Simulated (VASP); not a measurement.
Here is a VASP 6.6.1 calculation.

File INCAR:

```
SYSTEM = ZrB2
  PREC = Accurate
  ENCUT = 520
  EDIFF = 1E-8
  ISMEAR = -1
  SIGMA = 0.05
  LREAL = .FALSE.
  LASPH = .TRUE.
  NELM = 60
  ALGO = Normal
  ISIF = 2
  LWAVE = .FALSE.
  LCHARG = .FALSE.
  GGA = PE
  LEFG = .TRUE.
  NBANDS = 16
```

KPOINTS

```
Automatic mesh
0
G
  12 12 9
  0 0 0
```

The input POSCAR:

```
ZrB2
1.0
    3.1649998255      0.0158249991      0.0158249991
   -1.5687950615      2.7330577523      0.0057923517
    0.0176000000      0.0176000000      3.5200000000
Zr B
1 2
Direct
    0.0000000000      0.0000000000      0.0000000000
    0.3333333333      0.6666666667      0.5000000000
    0.6666666667      0.3333333333      0.5000000000
```

Potentials or basis: VASP PAW PBE potentials, release 64 (Zr_sv, B).

Launch:

```sh
$ cat potpaw_PBE.64/Zr_sv/POTCAR potpaw_PBE.64/B/POTCAR > POTCAR
$ mpirun -np 1 vasp_std > vasp.out
```

Problem. What does it give for the largest force?

Solution. 0.021 eV/Å.

Problem. Estimate the band gap on the k mesh.

Solution. Zero (band 9 reaches 11.29 eV, above the bottom of band 10 at 10.05 eV).

Problem. Predict the pressure.

Solution. 2.6 GPa.

Electric field gradients, principal values (V/Å²):
```csv
atom,least,middle,greatest (by size)
1 Zr,-19.084,-25.362,44.446
2 B,-0.416,-1.294,1.710
3 B,-0.416,-1.294,1.710
```

Caveat: the cell differs from its parent crystal (equal xy, yz and zx shear strains of +1 %); without QUAD_EFG the Cq values of the log hold for a quadrupole moment of 1 mb, not for the nuclei.
